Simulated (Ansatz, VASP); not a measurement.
## Two plane-wave programs on Zn

```
Zn
1.0
     0.00000    1.86717    1.86717
     1.86717    0.00000    1.86717
     1.86717    1.86717    0.00000
Zn
1
Direct
  0.00000 0.00000 0.00000
```

Alike in both runs: task single point; functional LDA; k mesh 16 × 16 × 16; occupations fermi-dirac, width 0.1 eV; no spin polarisation.

|  | VASP | Ansatz |
| --- | --- | --- |
| version | VASP 6.6.1 | Ansatz 0.2.0 |
| potentials or method | VASP PAW LDA potentials, release 64 (Zn), cutoff 520 eV | plane waves (420 eV) with PAW, scalar-relativistic |
| valence electrons in the cell | 12 | 12 |

VASP gave:

```
pressure (GPa) : 5.0
```

Which values does Ansatz return?

Pressure (GPa): 4.1.

Ansatz warns that its potentials were made for another functional, while VASP's fit it. LDA's correlation is that of Perdew and Zunger in VASP and of Perdew and Wang (1992) in Ansatz.
